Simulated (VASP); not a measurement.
# Be (P6_3/mmc) in VASP: notebook, part 2 of 2

VASP 6.6.1. The steps go on from the part before.

## Step 3: Single point, r2SCAN

The input, POSCAR:

```
Be
1.0
    2.2853000000      0.0000000000      0.0000000000
   -1.1426500000      1.9791278553      0.0000000000
    0.0000000000      0.0000000000      3.5842000000
Be
2
Direct
    0.6666666667      0.3333333333      0.7500000000
    0.3333333333      0.6666666667      0.2500000000
```

The input, INCAR.step1:

```
SYSTEM = Be
PREC = Accurate
ENCUT = 520
ISMEAR = 0
SIGMA = 0.1
LREAL = .FALSE.
LASPH = .TRUE.
NELM = 100
NBANDS = 9
GGA = PE
ALGO = Normal
EDIFF = 1E-4
LWAVE = .TRUE.
LCHARG = .FALSE.
```

The input, INCAR.step2:

```
SYSTEM = Be
PREC = Accurate
ENCUT = 520
EDIFF = 1E-7
ISMEAR = 0
SIGMA = 0.1
LREAL = .FALSE.
LASPH = .TRUE.
NELM = 100
ALGO = Normal
ISIF = 2
LWAVE = .FALSE.
LCHARG = .TRUE.
METAGGA = R2SCAN
LMIXTAU = .TRUE.
LELF = .TRUE.
LVHAR = .TRUE.
NBANDS = 9
ISTART = 1
```

The input, KPOINTS:

```
regular mesh
0
G
  10 10 6
  0 0 0
```

Potentials or basis: VASP PAW PBE potentials, release 64 (Be).

Run with:

```console
$ cat potpaw_PBE.64/Be/POTCAR > POTCAR
$ cp INCAR.step1 INCAR
$ mpirun -np 1 vasp_std > vasp.out
$ cp INCAR.step2 INCAR
$ mpirun -np 1 vasp_std > vasp.out
```

OUTCAR:

```text
SYSTEM = Be
   PREC = Accurate
   ENCUT = 520
   EDIFF = 1E-7
   ISMEAR = 0
   LREAL = .FALSE.
   LASPH = .TRUE.
   NELM = 100
   ISIF = 2
   METAGGA = R2SCAN
   ISTART = 1

 ion  position               nearest neighbor table
   1  0.667  0.333  0.750-   2 2.23   2 2.23   2 2.23   2 2.23   2 2.23   2 2.23
   2  0.333  0.667  0.250-   1 2.23   1 2.23   1 2.23   1 2.23   1 2.23   1 2.23

  LATTYP: Found a hexagonal cell.
 ALAT       =     2.2853000000
 C/A-ratio  =     1.5683717674

  Lattice vectors:

 A1 = (   2.2853000000,   0.0000000000,   0.0000000000)
[... 470 lines left out ...]
      6      17.2334      0.00000
      7      20.7701      0.00000
      8      22.9651      0.00000
      9      28.6130      0.00000

 [... further k-points ...]
[... 5 lines left out ...]
  --------------------------------------------------------------------------------------
  -------------------------------------------------------------------------------------
  Total       -0.1094645     -0.1094645     -0.5339995      0.0000000      0.0000000      0.0000000
  in kB      -10.8186870    -10.8186870    -52.7766876      0.0000000      0.0000000      0.0000000
  external PRESSURE =     -24.8046872 kB  Pullay stress =       0.0000000 kB

 VOLUME and BASIS-vectors are now :
 -----------------------------------------------------------------------------
  energy-cutoff  :      520.00
  volume of cell :       16.21
      direct lattice vectors                 reciprocal lattice vectors
     2.285300000  0.000000000  0.000000000     0.437579311  0.252636533  0.000000000
    -1.142650000  1.979127855  0.000000000     0.000000000  0.505273066  0.000000000
     0.000000000  0.000000000  3.584200000     0.000000000  0.000000000  0.279002288

 POSITION                                       TOTAL-FORCE (eV/Angst)
 -----------------------------------------------------------------------------------
      1.14265      0.65971      2.68815         0.000000      0.000000      0.000000
     -0.00000      1.31942      0.89605        -0.000000     -0.000000      0.000000
 -----------------------------------------------------------------------------------
    total drift:                                0.000000     -0.000000      0.000000

  FREE ENERGIE OF THE ION-ELECTRON SYSTEM (eV)
  ---------------------------------------------------
  free  energy   TOTEN  =        -8.6509388157 eV

  energy  without entropy=       -8.6498985256  energy(sigma->0) =       -8.65041867
```

OSZICAR.step1:

```text
N       E                     dE             d eps       ncg     rms          rms(c)
DAV:   1    -0.308762369223E+01   -0.30876E+01   -0.18272E+03  1008   0.369E+02
DAV:   2    -0.750384624472E+01   -0.44162E+01   -0.43015E+01  1578   0.508E+01
DAV:   3    -0.756606352582E+01   -0.62217E-01   -0.62051E-01  1123   0.379E+00
DAV:   4    -0.756619334921E+01   -0.12982E-03   -0.12981E-03  1264   0.167E-01
DAV:   5    -0.756619342482E+01   -0.75605E-07   -0.75831E-07  1095   0.371E-03    0.119E+00
DAV:   6    -0.752328522863E+01    0.42908E-01   -0.53705E-03  1131   0.718E-01    0.729E-01
DAV:   7    -0.750578357565E+01    0.17502E-01   -0.60004E-03  1143   0.753E-01    0.257E-02
DAV:   8    -0.750576123711E+01    0.22339E-04   -0.14384E-05   925   0.320E-02
   1 F= -.75057612E+01 E0= -.75052660E+01  d E =-.990502E-03
```

It took 24 s on 1 thread of AMD EPYC 7R13 (Zen 3), shared host; peak memory 0.1 GiB.

What came out:

```yaml
Free_energy: -8.6509 eV
Pressure: -2.5 GPa
Band_gap_on_the_k_mesh: zero (band 2 reaches 7.35 eV, above the bottom of band 3 at 6.57 eV)
```

Stress tensor (GPa, compression positive):
```
-1.08  0.00  0.00
 0.00 -1.08  0.00
 0.00  0.00 -5.28
```

Levels at points of the mesh, in eV from the Fermi level:
```
           k point  band 1  band 2  band 3  band 4  band 5  band 6
(0.00, 0.00, 0.00)  -12.09   -4.61    1.06   16.94   16.94   19.94
(0.50, 0.00, 0.00)   -5.31   -3.35    3.89    6.71    7.10    9.97
(0.00, 0.00, 0.50)   -9.76   -9.76   11.34   11.34   18.72   18.72
(0.50, 0.00, 0.50)   -3.79   -3.79    1.47    1.47   12.72   12.72
```

Caveat: the PAW data sets were made with another functional, which shifts forces and pressure a little.

## Step 4: Single point, r2SCAN

POSCAR is that of step 3.

The input, INCAR.step1:

```
SYSTEM = Be
PREC = Accurate
ENCUT = 520
ISMEAR = 0
SIGMA = 0.1
LREAL = .False.
LASPH = .True.
NELM = 80
NBANDS = 9
GGA = PE
ALGO = Normal
EDIFF = 1E-4
LWAVE = .True.
LCHARG = .False.
```

The input, INCAR.step2:

```
SYSTEM = Be
PREC = Accurate
ENCUT = 520
EDIFF = 1E-6
ISMEAR = 0
SIGMA = 0.1
LREAL = .False.
LASPH = .True.
NELM = 80
ALGO = Normal
ISIF = 2
LWAVE = .False.
LCHARG = .False.
METAGGA = R2SCAN
LMIXTAU = .True.
NBANDS = 9
ISTART = 1
```

The input, KPOINTS:

```
regular mesh
0
Gamma
  12 12 7
  0 0 0
```

Run with:

```console
$ cat potpaw_PBE.64/Be/POTCAR > POTCAR
$ cp INCAR.step1 INCAR
$ mpirun -np 1 vasp_std > vasp.out
$ cp INCAR.step2 INCAR
$ mpirun -np 1 vasp_std > vasp.out
```

It took 24 s on 1 thread of AMD EPYC 7R13 (Zen 3), shared host; peak memory 0.1 GiB.

The run converged. Its results:

```
Free energy            : -8.6881 eV
Pressure               : -2.8 GPa
Band gap on the k mesh : zero (band 2 reaches 7.79 eV, above the bottom of band 3 at 5.79 eV)
```

Stress tensor (GPa, compression positive):
```
-3.38  0.00  0.00
 0.00 -3.38  0.00
 0.00  0.00 -1.71
```

Levels at points of the mesh, in eV from the Fermi level:
| k point | band 1 | band 2 | band 3 | band 4 | band 5 |
| --- | --- | --- | --- | --- | --- |
| (0.00, 0.00, 0.00) | -12.55 | -5.07 | 0.60 | 16.48 | 16.48 |
| (0.50, 0.00, 0.00) | -5.77 | -3.81 | 3.42 | 6.25 | 6.64 |

Caveat: the PAW data sets were made with another functional, which shifts forces and pressure a little.

## Step 5: Single point, r2SCAN

POSCAR is that of step 4.

The input, INCAR.step1:

```
SYSTEM = Be
  PREC = Accurate
  ENCUT = 520
  ISMEAR = 0
  SIGMA = 0.1
  LREAL = .FALSE.
  LASPH = .TRUE.
  NELM = 80
  NBANDS = 9
  GGA = PE
  ALGO = Normal
  EDIFF = 1E-4
  LWAVE = .TRUE.
  LCHARG = .FALSE.
```

The input, INCAR.step2:

```
SYSTEM = Be
  PREC = Accurate
  ENCUT = 520
  EDIFF = 1E-7
  ISMEAR = 0
  SIGMA = 0.1
  LREAL = .FALSE.
  LASPH = .TRUE.
  NELM = 80
  ALGO = Normal
  ISIF = 2
  LWAVE = .FALSE.
  LCHARG = .FALSE.
  METAGGA = R2SCAN
  LMIXTAU = .TRUE.
  NBANDS = 9
  ISTART = 1
```

The input, KPOINTS:

```
regular mesh
0
G
  15 15 8
  0 0 0
```

Run with:

```console
$ cat potpaw_PBE.64/Be/POTCAR > POTCAR
$ cp INCAR.step1 INCAR
$ mpirun -np 1 vasp_std > vasp.out
$ cp INCAR.step2 INCAR
$ mpirun -np 1 vasp_std > vasp.out
```

Wall time 53 s (1 thread of AMD EPYC 7R13 (Zen 3), shared host); peak memory 0.1 GiB.

The run converged. Its results:

```yaml
Free_energy: -8.6765 eV
Pressure: -2.8 GPa
Band_gap_on_the_k_mesh: zero (band 2 reaches 7.69 eV, above the bottom of band 3 at 5.80 eV)
```

Stress tensor (GPa, compression positive):
```
-4.03  0.00  0.00
 0.00 -4.03  0.00
 0.00  0.00 -0.34
```

Levels at points of the mesh, in eV from the Fermi level:
| k point | band 1 | band 2 | band 3 | band 4 | band 5 | band 6 | band 7 |
| --- | --- | --- | --- | --- | --- | --- | --- |
| (0.00, 0.00, 0.00) | -12.42 | -4.95 | 0.72 | 16.60 | 16.60 | 19.61 | 19.61 |
| (0.00, 0.00, 0.50) | -10.10 | -10.10 | 11.00 | 11.00 | 18.39 | 18.39 | 18.39 |

Caveat: the PAW data sets were made with another functional, which shifts forces and pressure a little.

## Step 6: Summary

```tsv
task	level	cell	k mesh	cutoff (eV)	smearing	gap on the mesh (eV)	pressure (GPa)
relaxation of cell and atoms	PBEsol	relaxed to 20 GPa	13 × 13 × 8	600	fermi-dirac 0.05 eV	none	20.1
single point	r2SCAN	as given	10 × 10 × 6	520	gaussian 0.1 eV	none	-2.5
single point	r2SCAN	as given	12 × 12 × 7	520	gaussian 0.1 eV	none	-2.8
single point	r2SCAN	as given	15 × 15 × 8	520	gaussian 0.1 eV	none	-2.8
```

Alike in all rows: potentials or basis VASP PAW PBE potentials, release 64 (Be); no spin polarisation.

Every run on the cell as given and a fine mesh finds a metal.

Caveats: the PAW data sets were made with another functional, which shifts forces and pressure a little; the cell is relaxed towards a set pressure, so the enthalpy falls and the energy may rise (some runs).

Total energies depend on the potentials used, so only differences within one code and one set of settings carry meaning.
